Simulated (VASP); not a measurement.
# ZnS (Fm-3m) in VASP: relaxation of cell and atoms with HSE06

Aim: the relaxation of cell and atoms of ZnS with HSE06.

All numbers are computed with VASP 6.6.1; they aren't measurements. Logs are shortened: lines on timing, memory, paths and dates and some standing lists are left out, and cuts for length are marked.

### Step 1. The cell of the first run

The structure is cubic, space group Fm-3m (No. 225). Conventional cell: a = 5.062 Å, b = 5.062 Å, c = 5.062 Å, α = 90.00°, β = 90.00°, γ = 90.00°. Zn (site symmetry m-3m) has 6 S at 2.53 Å within 3.3 Å. Within 3.3 Å of S (site symmetry m-3m) lie 6 Zn at 2.53 Å.

### Step 2. Relaxation of cell and atoms, HSE06

Contents of POSCAR:

```
ZnS
1.0
    0.0000000000      2.5310224672      2.5310224672
    2.5310224672      0.0000000000      2.5310224672
    2.5310224672      2.5310224672      0.0000000000
Zn S
1 1
Direct
    0.0000000000      0.0000000000      0.0000000000
    0.5000000000      0.5000000000      0.5000000000
```

Contents of INCAR.step1:

```
SYSTEM = ZnS
  ALGO = Normal
  EDIFF = 1E-5
  ENCUT = 600
  GGA = PE
  ISMEAR = -1
  KPAR = 4
  LASPH = .True.
  LCHARG = .False.
  LREAL = .False.
  LWAVE = .True.
  NBANDS = 16
  NELM = 100
  PREC = Accurate
  SIGMA = 0.02
```

Contents of INCAR.step2:

```
SYSTEM = ZnS
  ALGO = Normal
  EDIFF = 1E-7
  EDIFFG = -0.005
  ENCUT = 600
  GGA = PE
  HFSCREEN = 0.2079
  IBRION = 2
  ISIF = 3
  ISMEAR = -1
  ISTART = 1
  KPAR = 4
  LASPH = .True.
  LCHARG = .False.
  LHFCALC = .True.
  LREAL = .False.
  LWAVE = .False.
  NELM = 100
  NSW = 80
  PREC = Accurate
  PRECFOCK = Normal
  SIGMA = 0.02
```

Contents of KPOINTS:

```
k-points
0
Gamma
  6 6 6
  0 0 0
```

Potentials or basis: VASP PAW PBE potentials, release 64 (Zn, S).

On the command line:

```
$ cat potpaw_PBE.64/Zn/POTCAR potpaw_PBE.64/S/POTCAR > POTCAR
$ cp INCAR.step1 INCAR
$ mpirun -np 4 vasp_std > vasp.out
$ cp INCAR.step2 INCAR
$ mpirun -np 4 vasp_std > vasp.out
```

OUTCAR:

```text
SYSTEM = ZnS
   EDIFF = 1E-7
   EDIFFG = -0.005
   ENCUT = 600
   GGA = PE
   HFSCREEN = 0.2079
   IBRION = 2
   ISIF = 3
   ISMEAR = -1
   ISTART = 1
   LASPH = .True.
   LHFCALC = .True.
   LREAL = .False.
   NELM = 100
   NSW = 80
   PREC = Accurate
   PRECFOCK = Normal

 ion  position               nearest neighbor table
   1  0.000  0.000  0.000-   2 2.53   2 2.53   2 2.53   2 2.53   2 2.53   2 2.53
   2  0.500  0.500  0.500-   1 2.53   1 2.53   1 2.53   1 2.53   1 2.53   1 2.53

  LATTYP: Found a face centered cubic cell.
 ALAT       =     5.0620449344

  Lattice vectors:

 A1 = (   0.0000000000,   2.5310224672,   2.5310224672)
 A2 = (   2.5310224672,   0.0000000000,   2.5310224672)
 A3 = (   2.5310224672,   2.5310224672,   0.0000000000)

Analysis of symmetry for initial positions (statically):
=====================================================================
 Subroutine PRICEL returns:
 Original cell was already a primitive cell.

 Routine SETGRP: Setting up the symmetry group for a
 face centered cubic supercell.

 Subroutine GETGRP returns: Found 48 space group operations
 (whereof 48 operations were pure point group operations)
 out of a pool of 48 trial point group operations.

The static configuration has the point symmetry O_h .

Analysis of symmetry for dynamics (positions and initial velocities):
=====================================================================
 Subroutine PRICEL returns:
 Original cell was already a primitive cell.

 Routine SETGRP: Setting up the symmetry group for a
 face centered cubic supercell.

 Subroutine GETGRP returns: Found 48 space group operations
 (whereof 48 operations were pure point group operations)
 out of a pool of 48 trial point group operations.

The dynamic configuration has the point symmetry O_h .

 Subroutine INISYM returns: Found 48 space group operations
 (whereof 48 operations are pure point group operations),
 and found     1 'primitive' translations

----------------------------------------------------------------------------------------

                                     Primitive cell

  volume of cell :      32.4278

  direct lattice vectors                    reciprocal lattice vectors
     0.000000000  2.531022467  2.531022467    -0.197548622  0.197548622  0.197548622
     2.531022467  0.000000000  2.531022467     0.197548622 -0.197548622  0.197548622
     2.531022467  2.531022467  0.000000000     0.197548622  0.197548622 -0.197548622

  length of vectors
     3.579406300  3.579406300  3.579406300     0.342164250  0.342164250  0.342164250

  position of ions in fractional coordinates (direct lattice)
     0.000000000  0.000000000  0.000000000
     0.500000000  0.500000000  0.500000000

  ion indices of the primitive-cell ions
   primitive index   ion index
                 1           1
                 2           2

----------------------------------------------------------------------------------------

 KPOINTS: k-points

Automatic generation of k-mesh.
 Grid dimensions read from file:
 generate k-points for:    6    6    6

 Generating k-lattice:

  Cartesian coordinates                     Fractional coordinates (reciprocal lattice)
    -0.032924770  0.032924770  0.032924770     0.166666667  0.000000000  0.000000000
     0.032924770 -0.032924770  0.032924770     0.000000000  0.166666667  0.000000000
     0.032924770  0.032924770 -0.032924770     0.000000000  0.000000000  0.166666667

  Length of vectors
     0.057027375  0.057027375  0.057027375

  Shift w.r.t. Gamma in fractional coordinates (k-lattice)
     0.000000000  0.000000000  0.000000000

 Subroutine IBZKPT returns following result:
 ===========================================

 Found     16 irreducible k-points:

 Following reciprocal coordinates:
            Coordinates               Weight
  0.000000  0.000000  0.000000      1.000000
  0.166667  0.000000  0.000000      8.000000
  0.333333  0.000000  0.000000      8.000000
  0.500000  0.000000  0.000000      4.000000
  0.166667  0.166667  0.000000      6.000000
  0.333333  0.166667  0.000000     24.000000
[... 8 lines left out ...]
 -0.333333  0.333333  0.166667     24.000000
 -0.333333  0.500000  0.166667     12.000000
   k-points           NKPTS =     16   k-points in BZ     NKDIM =    216   number of bands    NBANDS=     13
   number of dos      NEDOS =    301   number of ions     NIONS =      2
   total plane-waves  NPLWV =  27000
   dimension x,y,z NGX =    30 NGY =   30 NGZ =   30
   dimension x,y,z NGXF=    60 NGYF=   60 NGZF=   60
   ions per type =               1   1
   NGX,Y,Z   is equivalent  to a cutoff of  13.93, 13.93, 13.93 a.u.
   NGXF,Y,Z  is equivalent  to a cutoff of  27.87, 27.87, 27.87 a.u.
 SYSTEM =  ZnS
   PREC   = accura    normal or accurate (medium, high low for compatibility)
   ISTART =      1    job   : 0-new  1-cont  2-samecut
   ICHARG =      0    charge: 1-file 2-atom 10-const
   ISPIN  =      1    spin polarized calculation?
   LNONCOLLINEAR =      F non collinear calculations
   LSORBIT =      F    spin-orbit coupling
   LASPH  =      T    aspherical Exc in radial PAW
   ENCUT  =  600.0 eV  44.10 Ry    6.64 a.u.   7.15  7.15  7.15*2*pi/ulx,y,z
   NELM   =    100;   NELMIN=  2; NELMDL=  0     # of ELM steps
   EDIFF  = 0.1E-06   stopping-criterion for ELM
   LREAL  =      F    real-space projection
   EDIFFG = -.5E-02   stopping-criterion for IOM
   NSW    =     80    number of steps for IOM
   IBRION =      2    ionic relax: 0-MD 1-quasi-New 2-CG
   NFREE  =      1    steps in history (QN), initial steepest desc. (CG)
   ISIF   =      3    stress and relaxation
   ISYM   =      3    0-nonsym 1-usesym 2-fastsym
   POTIM  = 0.5000    time-step for ionic-motion
   TEBEG  =    0.0;   TEEND  =   0.0 temperature during run
   PSTRESS=    0.0 pullay stress
   NELECT =      18.0000    total number of electrons
   NUPDOWN=      -1.0000    fix difference up-down
   EMIN   =  10.00;   EMAX   =-10.00  energy-range for DOS
   EFERMI =   0.00;   METHOD = LEGACY
   ISMEAR =    -1;   SIGMA  =   0.02  broadening in eV -4-tet -1-fermi 0-gaus
   EFERMI_NEDOS =   21; number of points for ismear=-14 and -15
   IALGO  =     38    algorithm
   IMIX   =      1    mixing-type and parameters
     AMIX     =   0.40;   BMIX     =  1.00
     AMIX_MAG =   1.60;   BMIX_MAG =  1.00
  volume/ion in A,a.u.               =      16.21       109.42
  Fermi-wavevector in a.u.,A,eV,Ry     =   1.345426  2.542486 24.628856  1.810170
  Thomas-Fermi vector in A             =   2.473339
   LORBIT       =      0    0 simple, 1 ext, 2 COOP (PROOUT), +10 PAW based schemes
   GGA     = PE    functional components
   LHFCALC =     T    Hartree Fock is set to
   PRECFOCK=normal    Normal, Fast or Accurate (Low or Medium for compatibility)
   ENCUT4O =  -1.0   cutoff for four orbital integrals eV
   NKREDX  =     1    reduce k-point grid by
   NKREDY  =     1    reduce k-point grid by
   NKREDZ  =     1    reduce k-point grid by
   AEXX    =    0.2500 exact exchange contribution
   HFSCREEN=    0.2079 screening length (either q_TF or 0.3 A-1)
   HFSCREENC=   0.2079 screening length for correlation (either q_TF or 0.3 A-1)
   ENCUTFOCK=  -1.0 apply spherical cutoff to Coloumb kernel
   IVDW    =     0    specifies the selected vdW correction
   LEPSILON=     F    determine dielectric tensor
   LRPA    =     F    only Hartree local field effects (RPA)
 conjugate gradient relaxation of ions
 non-spin polarized calculation
  energy-cutoff  :      600.00
  volume of cell :       32.43
 maximum number of plane-waves:      1106
 NGX is ok and might be reduce to    30
  NGX = 24; NGY = 24; NGZ = 24

--------------------------------------- Ionic step        1  -------------------------------------------

 number of electron      17.9999997 magnetization

 Free energy of the ion-electron system (eV)
  ---------------------------------------------------
  ext. energy  EPLUGINS =         0.00000000
  ---------------------------------------------------
  free energy    TOTEN  =        -7.72216893 eV

  energy without entropy =       -7.72216893  energy(sigma->0) =       -7.72216893

------------------------ aborting loop because EDIFF is reached ----------------------------------------

  FORCE on cell =-STRESS in cart. coord.  units (eV):
  Direction    XX          YY          ZZ          XY          YZ          ZX
  --------------------------------------------------------------------------------------
  -------------------------------------------------------------------------------------
  Total        0.2156448      0.2156448      0.2156448     -0.0000000      0.0000000     -0.0000000
  in kB       10.6544615     10.6544615     10.6544615     -0.0000000      0.0000000     -0.0000000
  external PRESSURE =      10.6544615 kB  Pullay stress =       0.0000000 kB
[... 57 lines left out ...]
  energy  without entropy=       -7.7231362367  energy(sigma->0) =       -7.72313624

--------------------------------------- Ionic step        3  -------------------------------------------

 number of electron      18.0000003 magnetization

 Free energy of the ion-electron system (eV)
  ---------------------------------------------------
  ext. energy  EPLUGINS =         0.00000000
  ---------------------------------------------------
  free energy    TOTEN  =        -7.72334699 eV

  energy without entropy =       -7.72334699  energy(sigma->0) =       -7.72334699

 E-fermi :   3.6795     XC(G=0):  -8.9398

 val. band max:        3.3168310383   @ k =  -0.1667   0.1667   0.0000
 cond. band min:       4.0153803291   @ k =   0.5000   0.5000   0.0000
 fundamental gap:      0.6985492908
 Fermi energy:         3.6794578971

 k-point     1 :       0.0000    0.0000    0.0000
  band No.  band energies     occupation
      1     -11.8649      2.00000
      2      -4.7463      2.00000
      3      -4.7463      2.00000
      4      -4.6961      2.00000
      5      -4.6961      2.00000
      6      -4.6961      2.00000
      7       2.7581      2.00000
      8       2.7581      2.00000
      9       2.7581      2.00000
     10       6.3884      0.00000
     11      13.5206      0.00000
     12      13.5206      0.00000
     13      13.5206      0.00000
[... 267 lines left out ...]
  FREE ENERGIE OF THE ION-ELECTRON SYSTEM (eV)
  ---------------------------------------------------
  free  energy   TOTEN  =        -7.7233469863 eV

  energy  without entropy=       -7.7233469852  energy(sigma->0) =       -7.72334699

 reached required accuracy - stopping structural energy minimisation
```

It took 30 min on 4 MPI ranks of Intel Xeon Platinum 8259CL at 2.50GHz (Skylake/Cascade Lake), shared host; peak memory 0.27 GiB.

What came out:

- Free energy: -7.7233 eV
- Relaxed volume: 16.39 Å³/atom
- Relaxed cell: a = 3.592 Å, b = 3.592 Å, c = 3.592 Å, α = 60.00°, β = 60.00°, γ = 60.00°
- Space group after relaxing (to 0.1 Å): Fm-3m (No. 225)
- Energy gained by relaxing: 0.6 meV/atom
- Ionic steps: 3
- Pressure after relaxing: 0.0 GPa
- Band gap on the k mesh: 0.70 eV (least direct gap 3.37 eV)

Step by step:
```tsv
step	energy change (eV)	largest force (eV/Å)	pressure (GPa)	volume (Å³)
1	0.0000	0.0000	1.07	32.43
2	-0.0010	0.0000	-0.45	32.94
3	-0.0012	0.0000	0.02	32.78
```

Final structure:
```cif
data_structure
_symmetry_space_group_name_H-M 'P 1'
_symmetry_Int_Tables_number 1
_cell_length_a 3.5925
_cell_length_b 3.5925
_cell_length_c 3.5925
_cell_angle_alpha 60.000
_cell_angle_beta 60.000
_cell_angle_gamma 60.000
_cell_volume 32.78
loop_
_atom_site_label
_atom_site_type_symbol
_atom_site_fract_x
_atom_site_fract_y
_atom_site_fract_z
_atom_site_occupancy
Zn1 Zn 0.00000 0.00000 0.00000 1
S1 S 0.50000 0.50000 0.50000 1
```

Caveat: the structure was generated, so it needn't be the stable form of ZnS; the PAW data sets were made with another functional, which shifts forces and pressure a little.
